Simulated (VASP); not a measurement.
Wanted: the native input for a VASP 6.6.1 run.

```
Task                   : electric field gradients
Functional             : PBEsol
Potentials or basis    : VASP PAW PBE potentials, release 64 (Rb_sv, Cl)
Cutoff                 : 400 eV
k mesh                 : 7 × 7 × 7
Occupations            : fermi-dirac, width 0.02 eV
Spin                   : no spin polarisation
Dipole correction      : no
Further INCAR settings : ALGO = Normal; EDIFF = 1e-08; NBANDS = 15
```

The structure of RbCl lies in POSCAR:

```
RbCl
1.0
    0.0000000000      3.2297513325      3.2297513325
    3.2297513325      0.0000000000      3.2297513325
    3.2297513325      3.2297513325      0.0000000000
Rb Cl
1 1
Direct
    0.0000000000      0.0000000000      0.0000000000
    0.5000000000      0.5000000000      0.5000000000
```

This cell differs from its parent crystal: volume scaled by 0.96.

One way to write it, as run:

INCAR

```
PREC = Accurate
ENCUT = 400
EDIFF = 1E-8
ISMEAR = -1
SIGMA = 0.02
LREAL = F
LASPH = T
NELM = 120
ALGO = Normal
ISIF = 2
LWAVE = F
LCHARG = F
GGA = PS
LEFG = T
NBANDS = 15
GGA_COMPAT = F
```

KPOINTS

```
regular mesh
0
Gamma
  7 7 7
```

Potentials or basis: VASP PAW PBE potentials, release 64 (Rb_sv, Cl).

Command:

```sh
$ cat potpaw_PBE.64/Rb_sv/POTCAR potpaw_PBE.64/Cl/POTCAR > POTCAR
$ mpirun -np 1 vasp_std > vasp.out
```

Results of the run:

```
Pressure               : 0.7 GPa
Band gap on the k mesh : 5.01 eV, direct
```

Caveat: without QUAD_EFG the Cq values of the log hold for a quadrupole moment of 1 mb, not for the nuclei; the PAW data sets were made with another functional, which shifts forces and pressure a little.

It took 41 s on 1 thread of Intel Xeon 8259CL, with other jobs on the host, peak memory 0.17 GiB.
